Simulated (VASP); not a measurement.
Runs of VASP 6.6.1 on K. The structure is that of space group Pm-3m (No. 221), or close to it. The cells are those of the table. 

```csv
cell,gap on the mesh (eV),pressure (GPa)
"a = 4.409 Å, 1 atom",none,-0.3
"a = 4.237 Å, 1 atom",none,(a)
"a = 4.367 Å, 1 atom",none,-0.2
"a = 4.282 Å, 1 atom",none,-0.1
"a = 4.325 Å, 1 atom",none,-0.2
```

Alike in all rows: task single point; level PBEsol; potentials or basis VASP PAW PBE potentials, release 64 (K_sv); no spin polarisation; k mesh 6 × 6 × 6; cutoff (eV) 520; smearing fermi-dirac 0.05 eV.

Q: Estimate the missing entries.

A: (a) 0.0.

Caveats: the PAW data sets were made with another functional, which shifts forces and pressure a little.

A gap of «none» marks levels without a gap at the run's occupations.
